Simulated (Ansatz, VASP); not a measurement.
## ZnS: VASP beside Ansatz

INCAR

```
SYSTEM = ZnS
  PREC = Accurate
  ENCUT = 520
  EDIFF = 1E-8
  ISMEAR = -1
  SIGMA = 0.03
  LREAL = .False.
  LASPH = .True.
  NELM = 80
  ALGO = Normal
  ISIF = 2
  LWAVE = .False.
  LCHARG = .False.
  GGA = PS
  LEFG = .True.
  NBANDS = 26
```

The input KPOINTS:

```
Automatic mesh
0
Gamma
  8 8 5
  0 0 0
```

Contents of POSCAR:

```
ZnS
1.0
    3.7332014668      0.0000000000      0.0000000000
   -1.8666007334      3.2330473076      0.0000000000
    0.0000000000      0.0000000000      6.1067398017
Zn S
2 2
Direct
    0.3333333333      0.6666666667      0.0000000000
    0.6666666667      0.3333333333      0.5000000000
    0.3333333333      0.6666666667      0.3850000000
    0.6666666667      0.3333333333      0.8850000000
```

Input for Ansatz:

```yaml
crystal:
  lattice:
    - [3.7332014668, 0.0, 0.0]
    - [-1.8666007334, 3.2330473076, 0.0]
    - [0.0, 0.0, 6.1067398017]
  atoms:
    - { symbol: Zn, position: [0.3333333333, 0.6666666667, 0.0] }
    - { symbol: Zn, position: [0.6666666667, 0.3333333333, 0.5] }
    - { symbol: S, position: [0.3333333333, 0.6666666667, 0.385] }
    - { symbol: S, position: [0.6666666667, 0.3333333333, 0.885] }
kpoints:
  mp_grid: { grid: [8, 8, 5] }
scf:
  occupations: { method: fermi_dirac, width: 0.03 }
hamiltonian:
  xc: pbesol
  pseudopotentials: { kind: all_electron, datasets: crystal }
output:
  forces: true
  stress: true
  eigenvalues: true
  efg: { contact_densities: true }
```

Change from the starting cell: volume scaled by 0.94, crystal datasets.

Alike in both runs: task electric field gradients; functional PBEsol; k mesh 8 × 8 × 5; occupations fermi-dirac, width 0.03 eV; no spin polarisation.

|  | VASP | Ansatz |
| --- | --- | --- |
| version | VASP 6.6.1 | Ansatz 0.2.0 |
| potentials or method | VASP PAW PBE potentials, release 64 (Zn, S), cutoff 520 eV | all-electron PAW with datasets made for the crystal, scalar-relativistic |

```tsv
	VASP	Ansatz	Ansatz less VASP
gap on the k mesh at the Fermi level (eV)	2.41	2.40	-0.006
pressure (GPa)	4.1	3.9	-0.23
traceless stress, the component that is largest in VASP (GPa)	-1.90	-1.88	+0.020
rms of the force components (eV/Å)	0.224	0.223	-0.0014
size of Vzz on the site where it differs most (V/Å²)	20.6	18.8	-1.80
```

VASP's potentials were made for PBE, not for PBEsol. Atom by atom the forces differ by 0.001 eV/Å (rms over components). Ansatz ran all-electron here, and VASP with PAW potentials.
